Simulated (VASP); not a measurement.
# SiC (P6_3mc) in VASP: settings compared

The runs below take SiC through single point, with BLYP, PBE.

Program: VASP 6.6.1. These are calculated values, not measurements. Logs are shortened: lines on timing, memory, paths and dates and some standing lists are left out, and cuts for length are marked.

## 1. The cell of the first run

Symmetry: P6_3mc, No. 186, hexagonal system. Conventional cell: a = 3.076 Å, b = 3.076 Å, c = 10.071 Å, α = 90.00°, β = 90.00°, γ = 120.00°. Si (site symmetry 3m) has 4 C at 1.88 to 1.89 Å within 2.5 Å. Si (site symmetry 3m) has 4 C at 1.88 to 1.89 Å within 2.5 Å. Within 2.5 Å of C (site symmetry 3m) lie 4 Si at 1.88 to 1.89 Å. C (site symmetry 3m) has 4 Si at 1.88 to 1.89 Å within 2.5 Å.

## 2. Single point, BLYP

INCAR

```
AGGAC    = 1.0          
AGGAX    = 1.0          
ALDAC    = 0.0          
ALDAX    = 1.0          
ALGO     = Normal         # electronic algorithm
EDIFF    = 1E-6           # SCF threshold, eV
ENCUT    = 520            # plane-wave cutoff, eV
GGA      = B5             # functional
ISIF     = 2              # what is computed and relaxed
ISMEAR   = -1             # smearing method
LASPH    = True           # aspherical terms in the spheres
LCHARG   = True           # write CHGCAR
LELF     = True           # ELF
LREAL    = False          # projectors in reciprocal space
LVHAR    = True         
LWAVE    = False          # write WAVECAR
NBANDS   = 26             # bands
NELM     = 60             # most SCF steps
PREC     = Accurate       # precision mode
SIGMA    = 0.05           # smearing width, eV
```

KPOINTS

```
k-points
0
Gamma
  10 10 3
```

POSCAR

```
SiC
1.0
    3.0756941497      0.0000000000      0.0000000000
   -1.5378470748      2.6636292679      0.0000000000
    0.0000000000      0.0000000000     10.0706464800
Si C
4 4
Direct
    0.0000000000      0.0000000000      0.1878943800
    0.0000000000      0.0000000000      0.6878943800
    0.3333333333      0.6666666667      0.4378419800
    0.6666666667      0.3333333333      0.9378419800
    0.0000000000      0.0000000000      0.0004600500
    0.0000000000      0.0000000000      0.5004600500
    0.3333333333      0.6666666667      0.2498025900
    0.6666666667      0.3333333333      0.7498025900
```

Potentials or basis: VASP PAW PBE potentials, release 64 (Si, C).

The run is started by

```console
cat potpaw_PBE.64/Si/POTCAR potpaw_PBE.64/C/POTCAR > POTCAR
mpirun -np 1 vasp_std > vasp.out
```

OUTCAR:

```text
EDIFF = 1E-6
   ENCUT = 520
   GGA = B5
   ISIF = 2
   ISMEAR = -1
   LASPH = True
   LREAL = False
   NELM = 60
   PREC = Accurate

 ion  position               nearest neighbor table
   1  0.000  0.000  0.188-   7 1.88   7 1.88   7 1.88   5 1.89   3 3.08   3 3.08   3 3.08   4 3.08
                             4 3.08   4 3.08
   2  0.000  0.000  0.688-   8 1.88   8 1.88   8 1.88   6 1.89   4 3.08   4 3.08   4 3.08   3 3.08
                             3 3.08   3 3.08
   3  0.333  0.667  0.438-   6 1.88   6 1.88   6 1.88   7 1.89   1 3.08   1 3.08   1 3.08   2 3.08
                             2 3.08   2 3.08
   4  0.667  0.333  0.938-   5 1.88   5 1.88   5 1.88   8 1.89   2 3.08   2 3.08   2 3.08   1 3.08
                             1 3.08   1 3.08
   5  0.000  0.000  0.000-   4 1.88   4 1.88   4 1.88   1 1.89
   6  0.000  0.000  0.500-   3 1.88   3 1.88   3 1.88   2 1.89
   7  0.333  0.667  0.250-   1 1.88   1 1.88   1 1.88   3 1.89
   8  0.667  0.333  0.750-   2 1.88   2 1.88   2 1.88   4 1.89

  LATTYP: Found a hexagonal cell.
 ALAT       =     3.0756941497
 C/A-ratio  =     3.2742678530

  Lattice vectors:

 A1 = (   3.0756941497,   0.0000000000,   0.0000000000)
 A2 = (  -1.5378470748,   2.6636292679,   0.0000000000)
 A3 = (   0.0000000000,   0.0000000000,  10.0706464800)

Analysis of symmetry for initial positions (statically):
=====================================================================
 Subroutine PRICEL returns:
 Original cell was already a primitive cell.

 Routine SETGRP: Setting up the symmetry group for a
 hexagonal supercell.

 Subroutine GETGRP returns: Found 12 space group operations
 (whereof  6 operations were pure point group operations)
 out of a pool of 24 trial point group operations.

The static configuration has the point symmetry C_3v.
 The point group associated with its full space group is C_6v.

Analysis of symmetry for dynamics (positions and initial velocities):
=====================================================================
 Subroutine PRICEL returns:
 Original cell was already a primitive cell.

 Routine SETGRP: Setting up the symmetry group for a
 hexagonal supercell.

 Subroutine GETGRP returns: Found 12 space group operations
 (whereof  6 operations were pure point group operations)
 out of a pool of 24 trial point group operations.

The dynamic configuration has the point symmetry C_3v.
 The point group associated with its full space group is C_6v.

 Subroutine INISYM returns: Found 12 space group operations
[... 109 lines left out ...]
   EDIFF  = 0.1E-05   stopping-criterion for ELM
   LREAL  =      F    real-space projection
   EDIFFG = 0.1E-04   stopping-criterion for IOM
   NSW    =      0    number of steps for IOM
   IBRION =     -1    ionic relax: 0-MD 1-quasi-New 2-CG
   NFREE  =      0    steps in history (QN), initial steepest desc. (CG)
   ISIF   =      2    stress and relaxation
   ISYM   =      2    0-nonsym 1-usesym 2-fastsym
   POTIM  = 0.5000    time-step for ionic-motion
   TEBEG  =    0.0;   TEEND  =   0.0 temperature during run
   PSTRESS=    0.0 pullay stress
   NELECT =      32.0000    total number of electrons
   NUPDOWN=      -1.0000    fix difference up-down
   EMIN   =  10.00;   EMAX   =-10.00  energy-range for DOS
   EFERMI =   0.00;   METHOD = LEGACY
   ISMEAR =    -1;   SIGMA  =   0.05  broadening in eV -4-tet -1-fermi 0-gaus
   EFERMI_NEDOS =   21; number of points for ismear=-14 and -15
   IALGO  =     38    algorithm
   IMIX   =      4    mixing-type and parameters
     AMIX     =   0.40;   BMIX     =  1.00
     AMIX_MAG =   1.60;   BMIX_MAG =  1.00
  volume/ion in A,a.u.               =      10.31        69.60
  Fermi-wavevector in a.u.,A,eV,Ry     =   1.193897  2.256138 19.393597  1.425389
  Thomas-Fermi vector in A             =   2.329900
   LORBIT       =      0    0 simple, 1 ext, 2 COOP (PROOUT), +10 PAW based schemes
   GGA     = B5    functional components
   LHFCALC =     F    Hartree Fock is set to
   AEXX    =    0.0000 exact exchange contribution
   IVDW    =     0    specifies the selected vdW correction
   LEPSILON=     F    determine dielectric tensor
   LRPA    =     F    only Hartree local field effects (RPA)
 non-spin polarized calculation
  energy-cutoff  :      520.00
  volume of cell :       82.50
 maximum number of plane-waves:      2248
 NGX is ok and might be reduce to    24
   NGX = 11   NGY = 11   NGZ = 37

 number of electron      32.0000000 magnetization

 Free energy of the ion-electron system (eV)
  ---------------------------------------------------
  ext. energy  EPLUGINS =         0.00000000
  ---------------------------------------------------
  free energy    TOTEN  =       -54.56180343 eV

  energy without entropy =      -54.56180343  energy(sigma->0) =      -54.56180343

 E-fermi :   9.6783     XC(G=0): -10.6621

 val. band max:        8.6230046507   @ k =   0.0000   0.0000   0.0000
 cond. band min:      11.1590079735   @ k =   0.5000   0.0000   0.0000
 fundamental gap:      2.5360033228
 Fermi energy:         9.6783313496

 k-point     1 :       0.0000    0.0000    0.0000
  band No.  band energies     occupation
      1      -6.7472      2.00000
      2      -5.5779      2.00000
      3      -5.5431      2.00000
      4      -3.2289      2.00000
      5       0.1540      2.00000
      6       4.3216      2.00000
[... 685 lines left out ...]
     25      16.7373      0.00000
     26      17.6476      0.00000

 [... further k-points ...]
[... 5 lines left out ...]
  --------------------------------------------------------------------------------------
  -------------------------------------------------------------------------------------
  Total        4.6810298      4.6810298      4.6976778      0.0000000      0.0000000      0.0000000
  in kB       90.9028946     90.9028946     91.2261894      0.0000000      0.0000000      0.0000000
  external PRESSURE =      91.0106595 kB  Pullay stress =       0.0000000 kB

 VOLUME and BASIS-vectors are now :
 -----------------------------------------------------------------------------
  energy-cutoff  :      520.00
  volume of cell :       82.50
      direct lattice vectors                 reciprocal lattice vectors
     3.075694150  0.000000000  0.000000000     0.325129857  0.187713811  0.000000000
    -1.537847075  2.663629268  0.000000000     0.000000000  0.375427621  0.000000000
     0.000000000  0.000000000 10.070646480     0.000000000  0.000000000  0.099298491

 POSITION                                       TOTAL-FORCE (eV/Angst)
 -----------------------------------------------------------------------------------
      0.00000      0.00000      1.89222         0.000000      0.000000     -0.014290
      0.00000      0.00000      6.92754        -0.000000     -0.000000     -0.014290
     -0.00000      1.77575      4.40935        -0.000000     -0.000000      0.005443
      1.53785      0.88788      9.44468        -0.000000      0.000000      0.005443
      0.00000      0.00000      0.00463        -0.000000      0.000000      0.002600
      0.00000      0.00000      5.03996         0.000000     -0.000000      0.002600
     -0.00000      1.77575      2.51567         0.000000      0.000000      0.006248
      1.53785      0.88788      7.55100        -0.000000      0.000000      0.006248
 -----------------------------------------------------------------------------------
    total drift:                               -0.000000     -0.000000     -0.000169

  FREE ENERGIE OF THE ION-ELECTRON SYSTEM (eV)
  ---------------------------------------------------
  free  energy   TOTEN  =       -54.5618034284 eV

  energy  without entropy=      -54.5618034284  energy(sigma->0) =      -54.56180343
```

OSZICAR:

```text
N       E                     dE             d eps       ncg     rms          rms(c)
DAV:   1     0.800112318204E+02    0.80011E+02   -0.14597E+04  1456   0.111E+03
DAV:   2    -0.561358919033E+02   -0.13615E+03   -0.12636E+03  1940   0.191E+02
DAV:   3    -0.632335243002E+02   -0.70976E+01   -0.70473E+01  1986   0.416E+01
DAV:   4    -0.633252020327E+02   -0.91678E-01   -0.91563E-01  1904   0.560E+00
DAV:   5    -0.633268674947E+02   -0.16655E-02   -0.16643E-02  1956   0.715E-01    0.174E+01
DAV:   6    -0.546638551718E+02    0.86630E+01   -0.24653E+01  1870   0.220E+01    0.702E+00
DAV:   7    -0.545863117255E+02    0.77543E-01   -0.26501E+00  2032   0.730E+00    0.343E+00
DAV:   8    -0.545633779338E+02    0.22934E-01   -0.13030E-01  1734   0.180E+00    0.109E+00
DAV:   9    -0.545613560235E+02    0.20219E-02   -0.25377E-02  1918   0.870E-01    0.240E-01
DAV:  10    -0.545616643277E+02   -0.30830E-03   -0.24984E-03  1858   0.238E-01    0.817E-02
DAV:  11    -0.545618026640E+02   -0.13834E-03   -0.18827E-04  1750   0.966E-02    0.450E-02
DAV:  12    -0.545618034284E+02   -0.76442E-06   -0.78820E-06  1898   0.151E-02
   1 F= -.54561803E+02 E0= -.54561803E+02  d E =-.242917E-10
```

It took 30 s on 1 thread of Intel Xeon 6975P-C (Granite Rapids), shared host; peak memory 0.21 GiB.

Results:

- Free energy: -54.5618 eV
- Pressure: 9.1 GPa
- Largest force: 0.014 eV/Å
- Band gap on the k mesh: 2.54 eV, indirect (least direct gap 3.65 eV)

Forces in eV/Å, atoms in the order of the input:
```
Si   0.000  0.000 -0.014
Si   0.000  0.000 -0.014
Si   0.000  0.000  0.005
Si   0.000  0.000  0.005
C    0.000  0.000  0.003
C    0.000  0.000  0.003
C    0.000  0.000  0.006
C    0.000  0.000  0.006
```

Caveat: the PAW data sets were made with another functional, which shifts forces and pressure a little.

## 3. Single point, PBE

This run uses another cell than the first one, of 10.73 Å³/atom, 1.040 times its volume.

INCAR

```
  PREC = Accurate
  ENCUT = 520
  EDIFF = 1E-7
  ISMEAR = -1
  SIGMA = 0.05
  LREAL = F
  LASPH = T
  NELM = 100
  ALGO = Normal
  ISIF = 2
  LWAVE = F
  LCHARG = F
  GGA = PE
  NBANDS = 26
```

KPOINTS

```
regular mesh
0
Gamma
  10 10 3
```

POSCAR: that of step 2 with these lines changed.

```diff
@@ -2,5 +2,5 @@
 1.0
-    3.0756941497      0.0000000000      0.0000000000
-   -1.5378470748      2.6636292679      0.0000000000
-    0.0000000000      0.0000000000     10.0706464800
+    3.1161684510      0.0000000000      0.0000000000
+   -1.5580842255      2.6986810411      0.0000000000
+    0.0000000000      0.0000000000     10.2031701838
 Si C
```

Potentials or basis: VASP PAW PBE potentials, release 64 (Si, C).

The run is started by

```console
cat potpaw_PBE.64/Si/POTCAR potpaw_PBE.64/C/POTCAR > POTCAR
mpirun -np 1 vasp_std > vasp.out
```

OUTCAR:

```text
PREC = Accurate
   ENCUT = 520
   EDIFF = 1E-7
   ISMEAR = -1
   LREAL = F
   LASPH = T
   NELM = 100
   ISIF = 2
   GGA = PE

 ion  position               nearest neighbor table
   1  0.000  0.000  0.188-   7 1.91   7 1.91   7 1.91   5 1.91   3 3.12   3 3.12   3 3.12   4 3.12
                             4 3.12   4 3.12
   2  0.000  0.000  0.688-   8 1.91   8 1.91   8 1.91   6 1.91   4 3.12   4 3.12   4 3.12   3 3.12
                             3 3.12   3 3.12
   3  0.333  0.667  0.438-   6 1.91   6 1.91   6 1.91   7 1.92   1 3.12   1 3.12   1 3.12   2 3.12
                             2 3.12   2 3.12
[... 916 lines left out ...]
  Total       -2.3680461     -2.3680461     -2.3739857      0.0000000      0.0000000      0.0000000
  in kB      -44.2173913    -44.2173913    -44.3282980      0.0000000      0.0000000      0.0000000
  external PRESSURE =     -44.2543602 kB  Pullay stress =       0.0000000 kB

 VOLUME and BASIS-vectors are now :
 -----------------------------------------------------------------------------
  energy-cutoff  :      520.00
  volume of cell :       85.80
      direct lattice vectors                 reciprocal lattice vectors
     3.116168451  0.000000000  0.000000000     0.320906914  0.185275693  0.000000000
    -1.558084226  2.698681041  0.000000000     0.000000000  0.370551386  0.000000000
     0.000000000  0.000000000 10.203170184     0.000000000  0.000000000  0.098008754

 POSITION                                       TOTAL-FORCE (eV/Angst)
 -----------------------------------------------------------------------------------
      0.00000      0.00000      1.91712        -0.000000      0.000000     -0.003529
      0.00000      0.00000      7.01870        -0.000000     -0.000000     -0.003529
     -0.00000      1.79912      4.46738         0.000000     -0.000000      0.007451
      1.55808      0.89956      9.56896        -0.000000      0.000000      0.007451
      0.00000      0.00000      0.00469        -0.000000     -0.000000     -0.002679
      0.00000      0.00000      5.10628        -0.000000      0.000000     -0.002679
     -0.00000      1.79912      2.54878         0.000000      0.000000     -0.001243
      1.55808      0.89956      7.65036         0.000000      0.000000     -0.001243
 -----------------------------------------------------------------------------------
    total drift:                               -0.000000     -0.000000     -0.000516

  FREE ENERGIE OF THE ION-ELECTRON SYSTEM (eV)
  ---------------------------------------------------
  free  energy   TOTEN  =       -60.2233982737 eV

  energy  without entropy=      -60.2233982736  energy(sigma->0) =      -60.22339827
```

stdout:

```text
POSCAR found type information on POSCAR SiC
 POSCAR found :  2 types and       8 ions
 scaLAPACK will be used
 LDA part: xc-table for (Slater+PW92), standard interpolation
 POSCAR, INCAR and KPOINTS ok, starting setup
 FFT: planning ... GRIDC
 FFT: planning ... GRID_SOFT
 FFT: planning ... GRID
 WAVECAR not read
 entering main loop
```

Run time: 24 s. Hardware: 1 thread of Intel Xeon 6975P-C (Granite Rapids), shared host; peak memory 0.21 GiB.

What came out:

```yaml
Free_energy: -60.2234 eV
Pressure: -4.4 GPa
Largest_force: 0.007 eV/Å
Band_gap_on_the_k_mesh: 2.22 eV, indirect (least direct gap 3.33 eV)
```

Forces in eV/Å, atoms in the order of the input:
```
Si   0.000  0.000 -0.004
Si   0.000  0.000 -0.004
Si   0.000  0.000  0.007
Si   0.000  0.000  0.007
C    0.000  0.000 -0.003
C    0.000  0.000 -0.003
C    0.000  0.000 -0.001
C    0.000  0.000 -0.001
```

Levels at points of the mesh, in eV from the valence-band top:
```csv
k point,band 12,band 13,band 14,band 15,band 16,band 17,band 18,band 19,band 20,band 21
"(0.00, 0.00, 0.00)",-0.58,-0.58,-0.05,0.00,0.00,4.78,5.36,5.87,5.99,6.75
"(0.50, 0.00, 0.00)",-2.34,-2.31,-2.18,-1.55,-1.11,2.22,2.32,4.11,4.53,5.14
```

## 4. Single point, PBE

This run uses another cell than the first one, of 10.93 Å³/atom, 1.060 times its volume.

INCAR

```
SYSTEM = SiC
PREC     = Accurate       ! precision mode
ENCUT    = 520            ! plane-wave cutoff, eV
EDIFF    = 1E-7           ! SCF threshold, eV
ISMEAR   = -1             ! smearing method
SIGMA    = 0.05           ! smearing width, eV
LREAL    = .False.        ! projectors in reciprocal space
LASPH    = .True.         ! aspherical terms in the spheres
NELM     = 100            ! most SCF steps
ALGO     = Normal         ! electronic algorithm
ISIF     = 2              ! what is computed and relaxed
LWAVE    = .False.        ! write WAVECAR
LCHARG   = .False.        ! write CHGCAR
GGA      = PE             ! functional
NBANDS   = 26             ! bands
```

KPOINTS

```
regular mesh
0
Gamma
  10 10 3
  0 0 0
```

POSCAR: that of step 3 with these lines changed.

```diff
@@ -2,5 +2,5 @@
 1.0
-    3.1161684510      0.0000000000      0.0000000000
-   -1.5580842255      2.6986810411      0.0000000000
-    0.0000000000      0.0000000000     10.2031701838
+    3.1360171929      0.0000000000      0.0000000000
+   -1.5680085964      2.7158705557      0.0000000000
+    0.0000000000      0.0000000000     10.2681602811
 Si C
```

The run is started by

```console
cat potpaw_PBE.64/Si/POTCAR potpaw_PBE.64/C/POTCAR > POTCAR
mpirun -np 1 vasp_std > vasp.out
```

It took 24 s on 1 thread of Intel Xeon 6975P-C (Granite Rapids), shared host; peak memory 0.21 GiB.

It converged, with:

| Property | Result |
| --- | --- |
| Free energy | -60.1596 eV |
| Pressure | -8.0 GPa |
| Largest force | 0.013 eV/Å |
| Band gap on the k mesh | 2.21 eV, indirect (least direct gap 3.32 eV) |

Forces in eV/Å, atoms in the order of the input:
```
Si   0.000  0.000 -0.006
Si   0.000  0.000 -0.006
Si   0.000  0.000  0.013
Si   0.000  0.000  0.013
C    0.000  0.000 -0.003
C    0.000  0.000 -0.003
C    0.000  0.000 -0.004
C    0.000  0.000 -0.004
```

Levels at points of the mesh, in eV from the valence-band top:
```csv
k point,band 12,band 13,band 14,band 15,band 16,band 17,band 18,band 19,band 20,band 21
"(0.00, 0.00, 0.00)",-0.58,-0.58,-0.05,0.00,0.00,4.62,5.20,5.65,5.82,6.63
"(0.50, 0.00, 0.00)",-2.31,-2.29,-2.16,-1.54,-1.11,2.21,2.31,4.06,4.41,5.06
```

A k mesh can miss the band edges. PBE gaps usually lie below the measured ones, often by a third to a half.

## 5. Summary

```tsv
level	cell	gap on the mesh (eV)	pressure (GPa)	largest force (eV/Å)
BLYP	a = 3.076, b = 3.076, c = 10.071 Å, angles 90.0, 90.0, 120.0°, 8 atoms	2.54	9.1	0.01
PBE	a = 3.116, b = 3.116, c = 10.203 Å, angles 90.0, 90.0, 120.0°, 8 atoms	2.22	-4.4	0.01
PBE	a = 3.136, b = 3.136, c = 10.268 Å, angles 90.0, 90.0, 120.0°, 8 atoms	2.21	-8.0	0.01
```

Alike in all rows: task single point; potentials or basis VASP PAW PBE potentials, release 64 (Si, C); no spin polarisation; k mesh 10 × 10 × 3; cutoff (eV) 520; smearing fermi-dirac 0.05 eV.

Caveats: the PAW data sets were made with another functional, which shifts forces and pressure a little (some runs).

Total energies depend on the potentials used, so only differences within one code and one set of settings carry meaning.
